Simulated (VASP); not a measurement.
# Si2C (P6/mmm) in VASP: further runs, part 2 of 2

VASP 6.6.1. Earlier steps stand in the parts before.

**4. Single point, PBE, collinear spin, ferromagnetic start**

This run uses another cell than the first one, of 14.40 Å³/atom, 0.852 times its volume.

Input file INCAR:

```
PREC = Accurate
ENCUT = 520
EDIFF = 1E-6
ISMEAR = 0
SIGMA = 0.1
LREAL = F
LASPH = T
NELM = 150
ALGO = Normal
ISIF = 2
LWAVE = F
LCHARG = F
ISPIN = 2
MAGMOM = 0 0 0 0 1 1
LORBIT = 11
GGA = PE
NBANDS = 25
```

Input file KPOINTS:

```
regular mesh
0
Gamma
  6 6 2
```

Input file POSCAR:

```
Si2C
1.0
    2.8155951400      0.0000000000      0.0000000000
   -1.4077975700      2.4383769200      0.0000000000
    0.0000000000      0.0000000000     12.5864962000
Si C
4 2
Direct
    0.3333333300      0.6666666700      0.6666666700
    0.3333333300      0.6666666700      0.3333333300
    0.6666666700      0.3333333300      0.6666666700
    0.6666666700      0.3333333300      0.3333333300
    0.3333333300      0.6666666700      0.0000000000
    0.6666666700      0.3333333300      0.0000000000
```

The run is started by

```console
$ cat potpaw_PBE.64/Si/POTCAR potpaw_PBE.64/C/POTCAR > POTCAR
$ mpirun -np 1 vasp_std > vasp.out
```

Run time: 70 s. Hardware: 1 thread of Intel Xeon 6975P-C, shared host; peak memory 0.27 GiB.

The run converged. Its results:

```yaml
Free_energy: 2.7552 eV
Pressure: 164.7 GPa
Largest_force: 0.013 eV/Å
Band_gap_on_the_k_mesh: zero (filled and empty bands overlap)
Net_moment: 0.00 μB per cell
Valence_electrons_inside_the_program's_atomic_spheres: Si 2.88; C 2.26
```

Forces in eV/Å, atoms in the order of the input:
```
Si   0.000  0.000 -0.013
Si   0.000  0.000  0.013
Si   0.000  0.000 -0.013
Si   0.000  0.000  0.013
C    0.000  0.000  0.000
C    0.000  0.000  0.000
```

Stress tensor (GPa, compression positive):
```
247.43   0.00   0.00
  0.00 247.43   0.00
  0.00   0.00  -0.64
```

Levels at points of the mesh, in eV from the Fermi level:
Spin up:
```
           k point  band 10  band 11  band 12  band 13  band 14  band 15
(0.00, 0.00, 0.00)     1.26     1.26     1.28     1.28     3.82     4.20
(0.50, 0.00, 0.00)    -1.84    -1.81    -1.36    -0.64    -0.08     1.32
(0.00, 0.00, 0.50)     1.26     1.28     1.28     1.51     3.08     4.20
(0.50, 0.00, 0.50)    -1.81    -1.68    -1.52    -0.67    -0.03     1.28
```
Spin down:
```
           k point  band 9  band 10  band 11  band 12  band 13  band 14  band 15  band 16
(0.00, 0.00, 0.00)    1.23     1.26     1.26     1.28     1.28     3.82     4.20     4.20
(0.50, 0.00, 0.00)   -1.97    -1.83    -1.80    -1.35    -0.64    -0.08     1.32     2.44
(0.00, 0.00, 0.50)    1.26     1.26     1.28     1.28     1.51     3.08     4.20     4.20
(0.50, 0.00, 0.50)   -1.83    -1.80    -1.68    -1.51    -0.67    -0.03     1.28     2.44
```

Caveat: the k points lie up to 0.43 Å⁻¹ apart.

**5. Single point, PBE**

Input file INCAR:

```
SYSTEM = Si2C
PREC = Accurate
ENCUT = 520
EDIFF = 1E-6
ISMEAR = 0
SIGMA = 0.1
LREAL = .FALSE.
LASPH = .TRUE.
NELM = 100
ALGO = Normal
ISIF = 2
LWAVE = .FALSE.
LCHARG = .FALSE.
GGA = PE
NBANDS = 21
```

Input file KPOINTS:

```
regular mesh
0
G
  12 12 6
  0 0 0
```

Input file POSCAR:

```
Si2C
1.0
    4.0372177436      0.0000000000      0.0000000000
   -2.0186088718      3.4963331266      0.0000000000
    0.0000000000      0.0000000000      7.1862221295
Si C
4 2
Direct
    0.3333333333      0.6666666667      0.7351232476
    0.3333333333      0.6666666667      0.2648767524
    0.6666666667      0.3333333333      0.7351232476
    0.6666666667      0.3333333333      0.2648767524
    0.3333333333      0.6666666667      0.0000000000
    0.6666666667      0.3333333333      0.0000000000
```

The run is started by

```console
$ cat potpaw_PBE.64/Si/POTCAR potpaw_PBE.64/C/POTCAR > POTCAR
$ mpirun -np 1 vasp_std > vasp.out
```

It took 2.6 min on 1 thread of Intel Xeon 6975P-C, shared host; peak memory 0.28 GiB.

It converged, with:

* Free energy: -33.0843 eV
* Pressure: -0.1 GPa
* Largest force: 0.006 eV/Å
* Band gap on the k mesh: zero (band 12 reaches 5.71 eV, above the bottom of band 13 at 5.17 eV)

Forces on the atoms (eV/Å):
```
Si   0.000  0.000  0.006
Si   0.000  0.000 -0.006
Si   0.000  0.000  0.006
Si   0.000  0.000 -0.006
C    0.000  0.000  0.000
C    0.000  0.000  0.000
```

Levels at points of the mesh, in eV from the Fermi level:
```
           k point  band 9  band 10  band 11  band 12  band 13  band 14  band 15  band 16
(0.00, 0.00, 0.00)   -1.68    -1.68    -0.42    -0.01    -0.01     0.16     0.16     0.88
(0.50, 0.00, 0.00)   -2.83    -2.70    -2.53    -1.04     1.21     1.40     1.46     2.08
(0.00, 0.00, 0.50)   -2.02    -2.02     0.23     0.23     0.50     0.50     1.50     2.27
(0.50, 0.00, 0.50)   -3.48    -3.22    -2.38    -0.44    -0.01     1.94     2.56     3.00
```

**6. Relaxation of cell and atoms, PBE**

This run uses another cell than the first one, of 17.28 Å³/atom, 1.022 times its volume.

Input file INCAR:

```
  PREC = Accurate
  ENCUT = 600
  EDIFF = 1E-6
  ISMEAR = 0
  SIGMA = 0.1
  LREAL = False
  LASPH = True
  NELM = 60
  ALGO = Normal
  ISIF = 3
  LWAVE = False
  LCHARG = False
  GGA = PE
  IBRION = 2
  NSW = 90
  EDIFFG = -0.04
```

Input file KPOINTS:

```
regular mesh
0
Gamma
  6 6 4
```

Input file POSCAR:

```
Si2C
1.0
    4.0300012150      0.0000000000      0.0000000000
   -2.0150006075      3.4900834295      0.0000000000
    0.0000000000      0.0000000000      7.3733879523
Si C
4 2
Direct
    0.3333333333      0.6666666667      0.7415519416
    0.3333333333      0.6666666667      0.2584480584
    0.6666666667      0.3333333333      0.7415519416
    0.6666666667      0.3333333333      0.2584480584
    0.3333333333      0.6666666667      0.0000000000
    0.6666666667      0.3333333333      0.0000000000
```

Potentials or basis: VASP PAW PBE potentials, release 64 (Si, C).

The run is started by

```console
$ cat potpaw_PBE.64/Si/POTCAR potpaw_PBE.64/C/POTCAR > POTCAR
$ mpirun -np 1 vasp_std > vasp.out
```

It took 1.7 min on 1 thread of Intel Xeon 6975P-C, shared host; peak memory 0.25 GiB.

It converged, with:

```
Free energy                            : -33.0695 eV
Relaxed volume                         : 17.34 Å³/atom
Relaxed cell                           : a = 4.051 Å, b = 4.051 Å, c = 7.320 Å, α = 90.00°, β = 90.00°, γ = 120.00°
Space group after relaxing (to 0.05 Å) : P6/mmm (No. 191)
Energy gained by relaxing              : 0.9 meV/atom
Ionic steps                            : 4
Pressure after relaxing                : -0.3 GPa
Largest force after relaxing           : 0.039 eV/Å
Band gap on the k mesh                 : zero (band 12 reaches 5.44 eV, above the bottom of band 13 at 5.01 eV)
```

Forces in eV/Å, atoms in the order of the input:
```
Si   0.000  0.000 -0.039
Si   0.000  0.000  0.039
Si   0.000  0.000 -0.039
Si   0.000  0.000  0.039
C    0.000  0.000  0.000
C    0.000  0.000  0.000
```

The path:
```
step  energy change (eV)  largest force (eV/Å)  pressure (GPa)  volume (Å³)
   1              0.0000                0.0417           -0.07       103.71
   2             -0.0042                0.0957            0.35       103.58
   3             -0.0043                0.0782            0.30       103.60
   4             -0.0052                0.0387           -0.27       104.04
```

Final structure:
```yaml
crystal:
  lattice:
    - [4.05125, 0.00000, 0.00000]
    - [-2.02563, 3.50849, 0.00000]
    - [0.00000, 0.00000, 7.31991]
  atoms:
    - { symbol: Si, position: [0.33333, 0.66667, 0.74135] }
    - { symbol: Si, position: [0.33333, 0.66667, 0.25865] }
    - { symbol: Si, position: [0.66667, 0.33333, 0.74135] }
    - { symbol: Si, position: [0.66667, 0.33333, 0.25865] }
    - { symbol: C, position: [0.33333, 0.66667, 0.00000] }
    - { symbol: C, position: [0.66667, 0.33333, 0.00000] }
```

Levels at points of the mesh, in eV from the Fermi level:
```tsv
k point	band 9	band 10	band 11	band 12	band 13	band 14	band 15	band 16
(0.00, 0.00, 0.00)	-1.71	-1.71	-0.31	0.10	0.10	0.14	0.14	1.05
(0.50, 0.00, 0.00)	-2.85	-2.67	-2.60	-0.92	1.29	1.33	1.53	2.08
(0.00, 0.00, 0.50)	-1.97	-1.97	0.20	0.20	0.50	0.50	1.70	2.36
(0.50, 0.00, 0.50)	-3.38	-3.15	-2.41	-0.44	0.12	1.88	2.47	2.95
```

**7. Overview**

| task | spin | cell | k mesh | cutoff (eV) | gap on the mesh (eV) | pressure (GPa) | relaxed volume (Å³/atom) | largest force (eV/Å) |
| --- | --- | --- | --- | --- | --- | --- | --- | --- |
| single point | off | a = 4.042, b = 4.042, c = 7.171 Å, angles 90.0, 90.0, 120.0°, 6 atoms | 6 × 6 × 4 | 520 | none | -0.1 | - | 0.01 |
| relaxation of cell and atoms | off | relaxed from a = 2.816, b = 2.816, c = 12.586 Å, angles 90.0, 90.0, 120.0°, 6 atoms | 6 × 6 × 2 | 600 | none | 0.0 | 16.75 | - |
| single point | collinear, ferromagnetic start | a = 2.816, b = 2.816, c = 12.586 Å, angles 90.0, 90.0, 120.0°, 6 atoms | 6 × 6 × 2 | 520 | none | 164.7 | - | 0.01 |
| single point | off | a = 4.037, b = 4.037, c = 7.186 Å, angles 90.0, 90.0, 120.0°, 6 atoms | 12 × 12 × 6 | 520 | none | -0.1 | - | 0.01 |
| relaxation of cell and atoms | off | relaxed from a = 4.030, b = 4.030, c = 7.373 Å, angles 90.0, 90.0, 120.0°, 6 atoms | 6 × 6 × 4 | 600 | none | -0.3 | 17.34 | 0.04 |

Alike in all rows: level PBE; potentials or basis VASP PAW PBE potentials, release 64 (Si, C); smearing gaussian 0.1 eV.

Caveats: some runs use coarse meshes; the volume moved by over 15 % at a fixed basis, so the end points are rough (some runs).

Absolute energies hang on the potentials; compare differences alone.
